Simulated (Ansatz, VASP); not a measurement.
One calculation of KF, two programs

```
K F
1.0
     0.00000    2.58172    2.29128
     2.40100    0.00000    2.29128
     2.40100    2.58172    0.00000
K F
1 1
Direct
  0.00000 0.00000 0.00000
  0.50000 0.50000 0.50000
```

Change from the starting cell: normal strain along x -0.0700, normal strain along z -0.1125.

Alike in both runs: task single point; functional LDA; k mesh 8 × 8 × 8; occupations gaussian, width 0.05 eV; no spin polarisation.

```csv
,VASP,Ansatz
version,VASP 6.6.1,Ansatz 0.2.0
potentials or method,"VASP PAW LDA potentials, release 64 (K_sv, F), cutoff 520 eV","scalar-relativistic, plane waves, PAW"
valence electrons in the cell,16,16
```

|  | VASP | Ansatz | Ansatz less VASP |
| --- | --- | --- | --- |
| gap on the k mesh at the Fermi level (eV) | 6.87 | 6.90 | +0.026 |
| least direct gap on the mesh (eV) | 7.08 | 7.11 | +0.031 |
| pressure (GPa) | 16.8 | 15.9 | -0.89 |
| traceless stress, the component that is largest in VASP (GPa) | 12.68 | 12.10 | -0.581 |

LDA's correlation is that of Perdew and Zunger in VASP and of Perdew and Wang (1992) in Ansatz.
